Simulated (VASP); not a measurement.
# Mo (I4/mmm) in VASP: a series of runs

Runs on Mo. Level: PBE. Tasks: single point.

Everything below comes from runs of VASP 6.6.1. Logs are shortened: lines on timing, memory, paths and dates and some standing lists are left out, and cuts for length are marked.

## 1. The cell of the first run

The structure is tetragonal, space group I4/mmm (No. 139). The conventional cell has a = 2.850 Å, b = 2.850 Å, c = 3.990 Å, α = 90.00°, β = 90.00°, γ = 90.00°. Mo (site symmetry 4/mmm) has 12 Mo at 2.84 to 2.85 Å within 3.7 Å.

## 2. Single point, PBE (strain -0.0100 x Voigt [0, 0, 1, 0, 0, 0])

Contents of INCAR:

```
PREC     = Accurate       # precision mode
ENCUT    = 520            # plane-wave cutoff, eV
EDIFF    = 1E-6           # SCF threshold, eV
ISMEAR   = 0              # smearing method
SIGMA    = 0.15           # smearing width, eV
LREAL    = F              # projectors in reciprocal space
LASPH    = T              # aspherical terms in the spheres
NELM     = 60             # most SCF steps
ALGO     = Normal         # electronic algorithm
ISIF     = 2              # what is computed and relaxed
LWAVE    = F              # write WAVECAR
LCHARG   = T              # write CHGCAR
GGA      = PE             # functional
LELF     = T              # ELF
LVHAR    = T            
NBANDS   = 13             # bands
```

Contents of KPOINTS:

```
Automatic mesh
0
Gamma
  20 20 20
```

Contents of POSCAR:

```
Mo
1.0
    0.0000000000      2.0150000000      1.9948500000
    2.0150000000      0.0000000000      1.9948500000
    2.0150000000      2.0150000000      0.0000000000
Mo
1
Direct
    0.0000000000      0.0000000000      0.0000000000
```

Potentials or basis: VASP PAW PBE potentials, release 64 (Mo_sv).

Launch:

```sh
cat potpaw_PBE.64/Mo_sv/POTCAR > POTCAR
mpirun -np 1 vasp_std > vasp.out
```

OUTCAR:

```text
PREC = Accurate
   ENCUT = 520
   EDIFF = 1E-6
   ISMEAR = 0
   LREAL = F
   LASPH = T
   NELM = 60
   ISIF = 2
   GGA = PE

 ion  position               nearest neighbor table
   1  0.000  0.000  0.000-

  LATTYP: Found a body centered tetragonal cell.
 ALAT       =     2.8496403282
 C/A-ratio  =     1.4000714267

  Lattice vectors:

 A1 = (   0.0000000000,  -2.0150000000,  -1.9948500000)
 A2 = (   0.0000000000,   2.0150000000,  -1.9948500000)
 A3 = (   2.0150000000,   0.0000000000,   1.9948500000)

Analysis of symmetry for initial positions (statically):
=====================================================================
 Subroutine PRICEL returns:
 Original cell was already a primitive cell.

 Routine SETGRP: Setting up the symmetry group for a
 body centered tetragonal supercell.

 Subroutine GETGRP returns: Found 16 space group operations
 (whereof 16 operations were pure point group operations)
 out of a pool of 16 trial point group operations.

The static configuration has the point symmetry D_4h.

Analysis of symmetry for dynamics (positions and initial velocities):
=====================================================================
 Subroutine PRICEL returns:
 Original cell was already a primitive cell.

 Routine SETGRP: Setting up the symmetry group for a
 body centered tetragonal supercell.

 Subroutine GETGRP returns: Found 16 space group operations
 (whereof 16 operations were pure point group operations)
 out of a pool of 16 trial point group operations.

The dynamic configuration has the point symmetry D_4h.

 Subroutine INISYM returns: Found 16 space group operations
 (whereof 16 operations are pure point group operations),
 and found     1 'primitive' translations

----------------------------------------------------------------------------------------

                                     Primitive cell

  volume of cell :      16.1991

  direct lattice vectors                    reciprocal lattice vectors
     0.000000000  2.015000000  1.994850000    -0.248138958  0.248138958  0.250645412
     2.015000000  0.000000000  1.994850000     0.248138958 -0.248138958  0.250645412
     2.015000000  2.015000000  0.000000000     0.248138958  0.248138958 -0.250645412

  length of vectors
     2.835427926  2.835427926  2.849640328     0.431241240  0.431241240  0.431241240

  position of ions in fractional coordinates (direct lattice)
     0.000000000  0.000000000  0.000000000

  ion indices of the primitive-cell ions
   primitive index   ion index
                 1           1

----------------------------------------------------------------------------------------

 KPOINTS: Automatic mesh

Automatic generation of k-mesh.
 Grid dimensions read from file:
 generate k-points for:   20   20   20

 Generating k-lattice:

  Cartesian coordinates                     Fractional coordinates (reciprocal lattice)
    -0.012406948  0.012406948  0.012532271     0.050000000  0.000000000  0.000000000
     0.012406948 -0.012406948  0.012532271     0.000000000  0.050000000  0.000000000
     0.012406948  0.012406948 -0.012532271    -0.000000000 -0.000000000  0.050000000

  Length of vectors
     0.021562062  0.021562062  0.021562062

  Shift w.r.t. Gamma in fractional coordinates (k-lattice)
     0.000000000  0.000000000  0.000000000

 Subroutine IBZKPT returns following result:
 ===========================================

 Found    641 irreducible k-points:

 Following reciprocal coordinates:
            Coordinates               Weight
  0.000000  0.000000  0.000000      1.000000
  0.050000  0.000000  0.000000      8.000000
  0.100000  0.000000  0.000000      8.000000
  0.150000  0.000000  0.000000      8.000000
  0.200000  0.000000  0.000000      8.000000
  0.250000  0.000000  0.000000      8.000000
[... 16 lines left out ...]
 -0.400000  0.050000  0.000000      8.000000
 -0.350000  0.050000  0.000000      8.000000
 [... further k-points ...]
   k-points           NKPTS =    641   k-points in BZ     NKDIM =    641   number of bands    NBANDS=     13
   number of dos      NEDOS =    301   number of ions     NIONS =      1
   total plane-waves  NPLWV =  13824
   dimension x,y,z NGX =    24 NGY =   24 NGZ =   24
   dimension x,y,z NGXF=    48 NGYF=   48 NGZF=   48
   ions per type =               1
   NGX,Y,Z   is equivalent  to a cutoff of  14.07, 14.07, 14.00 a.u.
   NGXF,Y,Z  is equivalent  to a cutoff of  28.14, 28.14, 28.00 a.u.
 SYSTEM =  unknown system
   PREC   = accura    normal or accurate (medium, high low for compatibility)
   ISTART =      0    job   : 0-new  1-cont  2-samecut
   ICHARG =      2    charge: 1-file 2-atom 10-const
   ISPIN  =      1    spin polarized calculation?
   LNONCOLLINEAR =      F non collinear calculations
   LSORBIT =      F    spin-orbit coupling
   LASPH  =      T    aspherical Exc in radial PAW
   ENCUT  =  520.0 eV  38.22 Ry    6.18 a.u.   5.27  5.27  5.30*2*pi/ulx,y,z
   NELM   =     60;   NELMIN=  2; NELMDL= -5     # of ELM steps
   EDIFF  = 0.1E-05   stopping-criterion for ELM
   LREAL  =      F    real-space projection
   EDIFFG = 0.1E-04   stopping-criterion for IOM
   NSW    =      0    number of steps for IOM
   IBRION =     -1    ionic relax: 0-MD 1-quasi-New 2-CG
   NFREE  =      0    steps in history (QN), initial steepest desc. (CG)
   ISIF   =      2    stress and relaxation
   ISYM   =      2    0-nonsym 1-usesym 2-fastsym
   POTIM  = 0.5000    time-step for ionic-motion
   TEBEG  =    0.0;   TEEND  =   0.0 temperature during run
   PSTRESS=    0.0 pullay stress
   NELECT =      14.0000    total number of electrons
   NUPDOWN=      -1.0000    fix difference up-down
   EMIN   =  10.00;   EMAX   =-10.00  energy-range for DOS
   EFERMI =   0.00;   METHOD = LEGACY
   ISMEAR =     0;   SIGMA  =   0.15  broadening in eV -4-tet -1-fermi 0-gaus
   EFERMI_NEDOS =   21; number of points for ismear=-14 and -15
   IALGO  =     38    algorithm
   IMIX   =      4    mixing-type and parameters
     AMIX     =   0.40;   BMIX     =  1.00
     AMIX_MAG =   1.60;   BMIX_MAG =  1.00
  volume/ion in A,a.u.               =      16.20       109.32
  Fermi-wavevector in a.u.,A,eV,Ry     =   1.559388  2.946815 33.085145  2.431690
  Thomas-Fermi vector in A             =   2.662753
   LORBIT       =      0    0 simple, 1 ext, 2 COOP (PROOUT), +10 PAW based schemes
   GGA     = PE    functional components
   LHFCALC =     F    Hartree Fock is set to
   AEXX    =    0.0000 exact exchange contribution
   IVDW    =     0    specifies the selected vdW correction
   LEPSILON=     F    determine dielectric tensor
   LRPA    =     F    only Hartree local field effects (RPA)
 non-spin polarized calculation
 Gauss-broadening in eV      SIGMA  =   0.15
  energy-cutoff  :      520.00
  volume of cell :       16.20
 maximum number of plane-waves:       450
 NGX is ok and might be reduce to    24
   NGX = 11   NGY = 11   NGZ = 11

 number of electron      14.0000001 magnetization

 Free energy of the ion-electron system (eV)
  ---------------------------------------------------
  ext. energy  EPLUGINS =         0.00000000
  ---------------------------------------------------
  free energy    TOTEN  =       -10.51921130 eV

  energy without entropy =      -10.50439770  energy(sigma->0) =      -10.51180450

 E-fermi :  11.6168     XC(G=0): -13.1721

 val. band max:       11.6138414981   @ k =   0.2500   0.0500   0.1000
 cond. band min:      11.6187798782   @ k =   0.2000   0.0000   0.1000
 fundamental gap:      0.0049383801
 Fermi energy:        11.6168050855

 k-point     1 :       0.0000    0.0000    0.0000
  band No.  band energies     occupation
      1     -49.0999      2.00000
      2     -22.4683      2.00000
      3     -22.4683      2.00000
      4     -22.4612      2.00000
      5       4.9181      2.00000
      6      10.8832      2.00000
      7      10.8832      2.00000
      8      11.0023      2.00000
      9      13.4729      0.00000
     10      13.6356      0.00000
     11      24.7133      0.00000
     12      29.8034      0.00000
     13      29.8034      0.00000

 k-point     2 :       0.0500    0.0000    0.0000
  band No.  band energies     occupation
      1     -49.0948      2.00000
      2     -22.4989      2.00000
      3     -22.4727      2.00000
      4     -22.4671      2.00000
      5       5.0195      2.00000
      6      10.8363      2.00000
      7      10.9293      2.00000
      8      11.0257      2.00000
      9      13.4372      0.00000
     10      13.5962      0.00000
     11      24.9086      0.00000
     12      29.4241      0.00000
     13      29.9836      0.00000

 k-point     3 :       0.1000    0.0000    0.0000
  band No.  band energies     occupation
      1     -49.0798      2.00000
      2     -22.5928      2.00000
      3     -22.4851      2.00000
      4     -22.4786      2.00000
      5       5.3127      2.00000
      6      10.6649      2.00000
      7      11.0528      2.00000
      8      11.1388      1.99999
      9      13.3532      0.00000
     10      13.5001      0.00000
     11      25.4517      0.00000
     12      28.4570      0.00000
     13      30.5111      0.00000

 k-point     4 :       0.1500    0.0000    0.0000
  band No.  band energies     occupation
      1     -49.0564      2.00000
      2     -22.7377      2.00000
      3     -22.5045      2.00000
      4     -22.4961      2.00000
      5       5.7609      2.00000
      6      10.4412      2.00000
      7      11.2026      1.99991
      8      11.2928      1.99775
      9      13.2919      0.00000
     10      13.4155      0.00000
     11      26.1520      0.00000
     12      27.4791      0.00000
     13      31.3501      0.00000

 k-point     5 :       0.2000    0.0000    0.0000
  band No.  band energies     occupation
      1     -49.0267      2.00000
      2     -22.9174      2.00000
      3     -22.5288      2.00000
      4     -22.5180      2.00000
      5       6.2898      2.00000
      6      10.2788      2.00000
      7      11.2908      1.99788
      8      11.3959      1.96269
      9      13.3628      0.00000
     10      13.4498      0.00000
     11      26.0077      0.00000
     12      27.4694      0.00000
     13      32.4502      0.00000
[... 257 lines left out ...]
 k-point    22 :      -0.4500    0.0500    0.0000
  band No.  band energies     occupation
      1     -48.8851      2.00000
      2     -23.6989      2.00000
      3     -22.6441      2.00000
      4     -22.6415      2.00000
      5       7.1638      2.00000
      6      10.7141      2.00000
      7      10.7600      2.00000
      8      12.7647      0.00000
      9      15.4449      0.00000
     10      15.8925      0.00000
     11      22.6048      0.00000
     12      24.7034      0.00000
     13      30.5052      0.00000

 k-point    23 :      -0.4000    0.0500    0.0000
  band No.  band energies     occupation
      1     -48.8974      2.00000
      2     -23.6326      2.00000
      3     -22.6405      2.00000
      4     -22.6266      2.00000
      5       7.2042      2.00000
      6      10.8044      2.00000
      7      10.8262      2.00000
      8      12.2505      0.00000
      9      15.0422      0.00000
     10      15.6635      0.00000
     11      23.0603      0.00000
     12      25.2675      0.00000
     13      30.8889      0.00000

 k-point    24 :      -0.3500    0.0500    0.0000
  band No.  band energies     occupation
      1     -48.9188      2.00000
      2     -23.5159      2.00000
      3     -22.6292      2.00000
      4     -22.6053      2.00000
      5       7.2431      2.00000
      6      10.9508      2.00000
      7      10.9522      2.00000
      8      11.5009      1.72538
      9      14.5009      0.00000
     10      15.2437      0.00000
     11      23.6582      0.00000
     12      26.2630      0.00000
     13      31.6894      0.00000

 [... further k-points ...]

------------------------ aborting loop because EDIFF is reached ----------------------------------------

  FORCE on cell =-STRESS in cart. coord.  units (eV):
  Direction    XX          YY          ZZ          XY          YZ          ZX
  --------------------------------------------------------------------------------------
  -------------------------------------------------------------------------------------
  Total       -0.1263909     -0.1263909     -0.3413271      0.0000000      0.0000000      0.0000000
  in kB      -12.5007501    -12.5007501    -33.7591125      0.0000000      0.0000000      0.0000000
  external PRESSURE =     -19.5868709 kB  Pullay stress =       0.0000000 kB

 VOLUME and BASIS-vectors are now :
 -----------------------------------------------------------------------------
  energy-cutoff  :      520.00
  volume of cell :       16.20
      direct lattice vectors                 reciprocal lattice vectors
     0.000000000  2.015000000  1.994850000    -0.248138958  0.248138958  0.250645412
     2.015000000  0.000000000  1.994850000     0.248138958 -0.248138958  0.250645412
     2.015000000  2.015000000  0.000000000     0.248138958  0.248138958 -0.250645412

 POSITION                                       TOTAL-FORCE (eV/Angst)
 -----------------------------------------------------------------------------------
      0.00000      0.00000      0.00000         0.000000      0.000000      0.000000
 -----------------------------------------------------------------------------------
    total drift:                                0.000000      0.000000      0.000000

  FREE ENERGIE OF THE ION-ELECTRON SYSTEM (eV)
  ---------------------------------------------------
  free  energy   TOTEN  =       -10.5192113023 eV

  energy  without entropy=      -10.5043977014  energy(sigma->0) =      -10.51180450
```

Wall time 75 s (1 thread of Intel Xeon 6975P-C (Granite Rapids), shared host); peak memory 0.24 GiB.

What came out:

```
Free energy            : -10.5192 eV
Pressure               : -2.0 GPa
Band gap on the k mesh : zero (band 7 reaches 15.53 eV, above the bottom of band 8 at 10.96 eV)
```

Levels at points of the mesh, in eV from the Fermi level:
| k point | band 5 | band 6 | band 7 | band 8 | band 9 | band 10 |
| --- | --- | --- | --- | --- | --- | --- |
| (0.00, 0.00, 0.00) | -6.70 | -0.73 | -0.73 | -0.61 | 1.86 | 2.02 |
| (0.50, 0.00, 0.00) | -4.55 | -0.94 | -0.81 | 1.52 | 3.93 | 4.00 |
| (0.50, 0.50, 0.00) | -4.88 | -4.22 | 3.92 | 4.09 | 4.54 | 4.54 |
| (0.50, 0.00, 0.50) | -4.88 | -4.20 | 3.90 | 3.93 | 4.48 | 4.60 |

Caveat: the cell differs from its parent crystal (strain -0.0100 x Voigt [0, 0, 1, 0, 0, 0]).

## 3. Single point, PBE (strain +0.0100 x Voigt [0, 0, 1, 0, 0, 0])

Contents of INCAR:

```
SYSTEM = Mo
ALGO = Normal
EDIFF = 1E-7
ENCUT = 520
GGA = PE
ISIF = 2
ISMEAR = 0
LASPH = .True.
LCHARG = .True.
LELF = .True.
LREAL = .False.
LVHAR = .True.
LWAVE = .False.
NBANDS = 13
NELM = 80
PREC = Accurate
SIGMA = 0.15
```

Contents of KPOINTS:

```
k-points
0
Gamma
  20 20 20
  0 0 0
```

Contents of POSCAR:

```
Mo
1.0
    0.0000000000      2.0150000000      2.0351500000
    2.0150000000      0.0000000000      2.0351500000
    2.0150000000      2.0150000000      0.0000000000
Mo
1
Direct
    0.0000000000      0.0000000000      0.0000000000
```

Potentials or basis: VASP PAW PBE potentials, release 64 (Mo_sv).

Launch:

```sh
cat potpaw_PBE.64/Mo_sv/POTCAR > POTCAR
mpirun -np 1 vasp_std > vasp.out
```

Run time: 85 s. Hardware: 1 thread of Intel Xeon 6975P-C (Granite Rapids), shared host; peak memory 0.24 GiB.

It converged, with:

```yaml
Free_energy: -10.5107 eV
Pressure: -6.4 GPa
Band_gap_on_the_k_mesh: zero (band 7 reaches 15.12 eV, above the bottom of band 8 at 10.69 eV)
```

Stress tensor (GPa, compression positive):
```
-7.03  0.00  0.00
 0.00 -7.03  0.00
 0.00  0.00 -5.09
```

Levels at points of the mesh, in eV from the Fermi level:
| k point | band 3 | band 4 | band 5 | band 6 | band 7 | band 8 | band 9 | band 10 | band 11 | band 12 |
| --- | --- | --- | --- | --- | --- | --- | --- | --- | --- | --- |
| (0.00, 0.00, 0.00) | -34.13 | -34.13 | -6.64 | -0.74 | -0.63 | -0.63 | 1.81 | 1.97 | 13.08 | 17.98 |
| (0.50, 0.00, 0.00) | -34.30 | -34.28 | -4.45 | -0.90 | -0.77 | 1.45 | 3.82 | 3.89 | 10.65 | 12.75 |
| (0.50, 0.50, 0.00) | -34.54 | -34.54 | -4.74 | -4.07 | 3.72 | 3.82 | 4.40 | 4.40 | 12.33 | 12.33 |
| (0.50, 0.00, 0.50) | -34.57 | -34.55 | -4.75 | -4.09 | 3.81 | 3.91 | 4.35 | 4.47 | 12.10 | 12.25 |

Caveat: the cell differs from its parent crystal (strain +0.0100 x Voigt [0, 0, 1, 0, 0, 0]).
